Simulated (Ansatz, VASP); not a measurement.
**Rh: VASP beside Ansatz**

The input INCAR:

```
PREC     = Accurate       # precision mode
ENCUT    = 520            # plane-wave cutoff, eV
EDIFF    = 1E-7           # SCF threshold, eV
ISMEAR   = -1             # smearing method
SIGMA    = 0.1            # smearing width, eV
LREAL    = F              # projectors in reciprocal space
LASPH    = T              # aspherical terms in the spheres
NELM     = 80             # most SCF steps
ALGO     = Normal         # electronic algorithm
ISIF     = 2              # what is computed and relaxed
LWAVE    = F              # write WAVECAR
LCHARG   = F              # write CHGCAR
GGA      = B5             # functional
ALDAX    = 1.0          
AGGAX    = 1.0          
AGGAC    = 1.0          
ALDAC    = 0.0          
NBANDS   = 22             # bands
```

File KPOINTS:

```
regular mesh
0
Gamma
  11 11 11
```

Contents of POSCAR:

```
Rh
1.0
    0.0000000000      2.8448102749      2.8448102749
    2.8448102749      0.0000000000      2.8448102749
    2.8448102749      2.8448102749      0.0000000000
Rh
2
Direct
    0.1250000000      0.1250000000      0.1250000000
    0.8750000000      0.8750000000      0.8750000000
```

Input for Ansatz:

```yaml
crystal:
  lattice:
    - [0.0, 2.8448102749, 2.8448102749]
    - [2.8448102749, 0.0, 2.8448102749]
    - [2.8448102749, 2.8448102749, 0.0]
  atoms:
    - { symbol: Rh, position: [0.125, 0.125, 0.125] }
    - { symbol: Rh, position: [0.875, 0.875, 0.875] }
hamiltonian:
  xc: blyp
  pseudopotentials:
    kind: paw
    azcp:
      Rh: "pseudopotentials/Rh.paw.azcp"
basis:
  ecutwfc: 420
  fft_grid_basis: typed
kpoints:
  mp_grid: { grid: [11, 11, 11], shift: [0, 0, 0] }
magnetization:
  spin_polarized: false
scf:
  occupations: { method: fermi_dirac, width: 0.1 }
  lower_state_search: "off"
output:
  stress: true
  write_density: true
  write_potential: true
  elf: true
  volumetric_format: npy
```

Alike in both runs: task single point; functional BLYP; k mesh 11 × 11 × 11; occupations fermi-dirac, width 0.1 eV; no spin polarisation.

```csv
,VASP,Ansatz
version,VASP 6.6.1,Ansatz 0.2.0
potentials or method,"VASP PAW PBE potentials, release 64 (Rh_pv), cutoff 520 eV","plane waves (420 eV) with PAW, scalar-relativistic"
valence electrons in the cell,30,34
```

```tsv
	VASP	Ansatz	Ansatz less VASP
pressure (GPa)	-3.5	-3.8	-0.35
```

VASP's potentials were made for PBE, not for BLYP. VASP's potentials hold 30 valence electrons a cell and Ansatz's 34, so a difference there can come from the potentials and not from the codes.
